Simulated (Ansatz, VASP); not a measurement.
# Two plane-wave programs on SnSe

File POSCAR:

```
SnSe
1.0
    0.0000000000      3.0100000000      3.0100000000
    3.0100000000      0.0000000000      3.0100000000
    3.0100000000      3.0100000000      0.0000000000
Sn Se
1 1
Direct
    0.0000000000      0.0000000000      0.0000000000
    0.4875415282      0.4875415282      0.5124584718
```

The input INCAR.step1:

```
ALGO = Normal ; EDIFF = 1E-4
ENCUT = 520 ; GGA = PE
ISMEAR = 0 ; LASPH = T
LCHARG = F ; LREAL = F
LWAVE = T ; NBANDS = 17
NELM = 80 ; PREC = Accurate
SIGMA = 0.05
```

File INCAR.step2:

```
ALGO = Normal ; EDIFF = 1E-7
ENCUT = 520 ; ISIF = 2
ISMEAR = 0 ; ISTART = 1
LASPH = T ; LCHARG = F
LMIXTAU = T ; LREAL = F
LWAVE = F ; METAGGA = R2SCAN
NBANDS = 17 ; NELM = 80
PREC = Accurate ; SIGMA = 0.05
```

The input KPOINTS:

```
k-points
0
Gamma
  10 10 10
```

Input for Ansatz:

```yaml
crystal:
  lattice:
    - [0.0, 3.01, 3.01]
    - [3.01, 0.0, 3.01]
    - [3.01, 3.01, 0.0]
  atoms:
    - { symbol: Sn, position: [0.0, 0.0, 0.0] }
    - { symbol: Se, position: [0.4875415282, 0.4875415282, 0.5124584718] }
basis:
  ecutwfc: 500
kpoints:
  mp_grid: { grid: [10, 10, 10] }
hamiltonian:
  xc: r2scan
scf:
  occupations: { method: gaussian, width: 0.05 }
output:
  forces: true
  stress: true
  eigenvalues: true
```

Change from the starting cell: all Se atoms moved +0.075 Å, as atom 2 towards its neighbour atom 1 (Sn) at 3.010 Å.

Alike in both runs: task single point; functional r2SCAN; k mesh 10 × 10 × 10; occupations gaussian, width 0.05 eV; no spin polarisation.

|  | VASP | Ansatz |
| --- | --- | --- |
| version | VASP 6.6.1 | Ansatz 0.2.0 |
| potentials or method | VASP PAW PBE potentials, release 64 (Sn_d, Se), cutoff 520 eV | scalar-relativistic, plane waves, PAW |
| valence electrons in the cell | 20 | 30 |

|  | VASP | Ansatz | Ansatz less VASP |
| --- | --- | --- | --- |
| gap on the k mesh at the Fermi level (eV) | 0.49 | 0.48 | -0.001 |
| least direct gap on the mesh (eV) | 0.49 | 0.48 | -0.001 |
| pressure (GPa) | 0.1 | 0.1 | 0.00 |
| traceless stress, the component that is largest in VASP (GPa) | 0.08 | 0.08 | -0.001 |
| rms of the force components (eV/Å) | 0.013 | 0.014 | +0.0017 |

VASP's potentials were made for PBE, not for r2SCAN. Atom by atom the forces differ by 0.002 eV/Å (rms over components). The functional is the same, so the differences come from potentials, cutoffs and numerics. VASP's potentials hold 20 valence electrons a cell and Ansatz's 30, so a difference there can come from the potentials and not from the codes.
